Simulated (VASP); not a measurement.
The system is ZrB2.

```
Zr B
1.0
     3.16752    0.00000    0.00000
    -1.58376    2.74316    0.00000
     0.00000    0.00000    3.55239
Zr B
1 2
Direct
  0.00000 0.00000 0.00000
  0.33333 0.66667 0.50000
  0.66667 0.33333 0.50000
```

```yaml
Program: VASP 6.6.1
Task: relaxation of cell and atoms
Functional: PBEsol
Potentials_or_basis: VASP PAW PBE potentials, release 64 (Zr_sv, B)
Cutoff: 600 eV
k_mesh: 15 × 15 × 12
Occupations: gaussian, width 0.1 eV
Spin: no spin polarisation
```

At the start: pressure -4.6 GPa; volume 10.29 Å³/atom.

Problem. Where does the relaxation end?

Solution. Over 4 steps the energy falls by 3.4 meV/atom and the volume is 10.09 Å³/atom (-1.9 %); space group P6/mmm (No. 191, to 0.1 Å) before and after.

The path:
| step | energy change (eV) | largest force (eV/Å) | pressure (GPa) | volume (Å³) |
| --- | --- | --- | --- | --- |
| 1 | 0.0000 | 0.0000 | -4.59 | 30.87 |
| 2 | 0.0030 | 0.0000 | 6.15 | 29.57 |
| 3 | -0.0097 | 0.0000 | 0.21 | 30.25 |
| 4 | -0.0102 | 0.0000 | 0.00 | 30.27 |

Final structure:
```
CELL_PARAMETERS angstrom
3.15606 0.00000 0.00000
-1.57803 2.73323 0.00000
0.00000 0.00000 3.50879
ATOMIC_POSITIONS crystal
Zr 0.00000 0.00000 0.00000
B 0.33333 0.66667 0.50000
B 0.66667 0.33333 0.50000
```

Caveat: the PAW data sets were made with another functional, which shifts forces and pressure a little.
